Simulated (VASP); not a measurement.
Write the native input for VASP 6.6.1 that does the following.

* Task: single point
* Functional: PBE
* Potentials or basis: VASP PAW PBE potentials, release 64 (Si, O)
* Cutoff: 520 eV
* k mesh: 6 × 6 × 10
* Occupations: fermi-dirac, width 0.02 eV
* Spin: no spin polarisation
* Dipole correction: no
* Further INCAR settings: ALGO = Normal; EDIFF = 1e-06; NBANDS = 25

The structure of SiO2 lies in POSCAR:

```
SiO2
1.0
    4.2270406866      0.0000000000      0.0000000000
    0.0000000000      4.2270406866      0.0000000000
    0.0000000000      0.0000000000      2.6554956915
Si O
2 4
Direct
    0.0000000000      0.0000000000      0.0000000000
    0.5000000000      0.5000000000      0.5000000000
    0.3072470246      0.3072470246      0.0000000000
    0.1927529754      0.8072470246      0.5000000000
    0.8072470246      0.1927529754      0.5000000000
    0.6927529754      0.6927529754      0.0000000000
```

This cell differs from its parent crystal: epitaxial xy strain +1.0%.

One way to write it, as run:

INCAR

```
SYSTEM = SiO2
ALGO = Normal
EDIFF = 1E-6
ENCUT = 520
GGA = PE
ISIF = 2
ISMEAR = -1
LASPH = .True.
LCHARG = .False.
LREAL = .False.
LWAVE = .False.
NBANDS = 25
NELM = 60
PREC = Accurate
SIGMA = 0.02
```

KPOINTS

```
k-points
0
Gamma
  6 6 10
  0 0 0
```

Potentials or basis: VASP PAW PBE potentials, release 64 (Si, O).

Command:

```console
$ cat potpaw_PBE.64/Si/POTCAR potpaw_PBE.64/O/POTCAR > POTCAR
$ mpirun -np 1 vasp_std > vasp.out
```

Results of the run:

- Pressure: 6.3 GPa
- Largest force: 0.124 eV/Å
- Band gap on the k mesh: 5.38 eV, direct

Caveat: the cell differs from its parent crystal (epitaxial xy strain +1.0%).

Wall time 24 s on 1 thread of Intel(R) Xeon(R) Platinum 8559C (Emerald Rapids), with other jobs on the host, peak memory 0.18 GiB.
